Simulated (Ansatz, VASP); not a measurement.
# Two plane-wave programs on CaO

```
Ca O
1.0
     2.38358    2.38358    0.00000
    -2.38358    2.38358    0.00000
     0.00000    2.38358    2.38358
Ca O
1 1
Direct
  0.00000 0.00000 0.00000
  0.50000 0.50000 0.00000
```

Alike in both runs: functional PBEsol; k mesh 12 × 12 × 12; occupations fermi-dirac, width 0.05 eV; no spin polarisation.

Ansatz relaxed the structure, and its values are those at the end. VASP's run is a single point on that final structure, the one shown.

|  | VASP | Ansatz |
| --- | --- | --- |
| version | VASP 6.6.1 | Ansatz 0.2.0 |
| potentials or method | VASP PAW PBE potentials, release 64 (Ca_sv, O) | PAW with Ansatz's default frozen-core files, scalar-relativistic |
| plane-wave cutoff (eV) | 520 | 420 |
| valence electrons in the cell | 16 | 16 |

|  | VASP | Ansatz | Ansatz less VASP |
| --- | --- | --- | --- |
| pressure (GPa) | 0.7 | 0.0 | -0.66 |

VASP's potentials were made for PBE, not for PBEsol. The functional is the same, so the differences come from potentials, cutoffs and numerics.
